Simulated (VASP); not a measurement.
Here is a VASP 6.6.1 calculation.

File INCAR:

```
  PREC = Accurate
  ENCUT = 520
  EDIFF = 1E-7
  ISMEAR = 1
  SIGMA = 0.1
  LREAL = F
  LASPH = T
  NELM = 100
  ALGO = Normal
  ISIF = 2
  LWAVE = F
  LCHARG = T
  GGA = PS
  LELF = T
  LVHAR = T
  NBANDS = 22
```

Contents of KPOINTS:

```
Automatic mesh
0
Gamma
  6 6 6
```

POSCAR

```
Sr2Ir
1.0
    0.0000000000      3.5798295911      3.5798295911
    3.5798295911      0.0000000000      3.5798295911
    3.5798295911      3.5798295911      0.0000000000
Sr Ir
2 1
Direct
    0.7500000000      0.7500000000      0.7500000000
    0.2500000000      0.2500000000      0.2500000000
    0.0000000000      0.0000000000      0.0000000000
```

Potentials or basis: VASP PAW PBE potentials, release 64 (Sr_sv, Ir).

Command:

```console
$ cat potpaw_PBE.64/Sr_sv/POTCAR potpaw_PBE.64/Ir/POTCAR > POTCAR
$ mpirun -np 1 vasp_std > vasp.out
```

Question: Predict the pressure.

Answer: -0.3 GPa.

Caveat: the PAW data sets were made with another functional, which shifts forces and pressure a little.
